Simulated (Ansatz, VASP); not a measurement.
## CaBC in VASP and in Ansatz

```
CELL_PARAMETERS angstrom
2.96198 0.00000 0.00000
-1.48099 2.56515 0.00000
0.00000 0.00000 8.19338
ATOMIC_POSITIONS crystal
Ca 0.00000 0.00000 0.00000
Ca 0.00000 0.00000 0.50000
B 0.66667 0.33333 0.25000
B 0.33333 0.66667 0.75000
C 0.66667 0.33333 0.75000
C 0.33333 0.66667 0.25000
```

Alike in both runs: task single point; functional PBE; k mesh 18 × 18 × 6; occupations gaussian, width 0.15 eV; no spin polarisation.

```csv
,VASP,Ansatz
version,VASP 6.6.1,Ansatz 0.2.0
potentials or method,"VASP PAW PBE potentials, release 64 (Ca_sv, B, C), cutoff 520 eV","scalar-relativistic, plane waves, PAW"
valence electrons in the cell,34,34
```

```tsv
	VASP	Ansatz	Ansatz less VASP
gap on the k mesh at the Fermi level (eV)	none	none	-
pressure (GPa)	0.6	0.0	-0.54
traceless stress, the component that is largest in VASP (GPa)	0.35	0.14	-0.216
```

A gap of «none» marks a metal or a gap that the smearing closes.
